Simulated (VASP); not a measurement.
Here is a VASP 6.6.1 calculation.

INCAR

```
SYSTEM = Lu
PREC     = Accurate       ! precision mode
ENCUT    = 520            ! plane-wave cutoff, eV
EDIFF    = 1E-6           ! SCF threshold, eV
ISMEAR   = -1             ! smearing method
SIGMA    = 0.08           ! smearing width, eV
LREAL    = .False.        ! projectors in reciprocal space
LASPH    = .True.         ! aspherical terms in the spheres
NELM     = 60             ! most SCF steps
ALGO     = Normal         ! electronic algorithm
ISIF     = 2              ! what is computed and relaxed
LWAVE    = .False.        ! write WAVECAR
LCHARG   = .True.         ! write CHGCAR
GGA      = PE             ! functional
LELF     = .True.         ! ELF
LVHAR    = .True.       
NBANDS   = 18             ! bands
```

The input KPOINTS:

```
regular mesh
0
Gamma
  15 15 15
  0 0 0
```

POSCAR

```
Lu
1.0
   -1.8143805018      1.8143805018      1.8143805018
    1.8143805018     -1.8143805018      1.8143805018
    1.8143805018      1.8143805018     -1.8143805018
Lu
1
Direct
    0.0000000000      0.0000000000      0.0000000000
```

Potentials or basis: VASP PAW PBE potentials, release 64 (Lu).

Run with:

```sh
$ cat potpaw_PBE.64/Lu/POTCAR > POTCAR
$ mpirun -np 1 vasp_std > vasp.out
```

Predict the pressure.

13.4 GPa.

Estimate the band gap on the k mesh.

zero (an odd number of electrons rules out a gap without spin polarisation).

Caveat: the cell stands under pressure; spin-orbit coupling is left out, which moves the levels of the heavy elements.
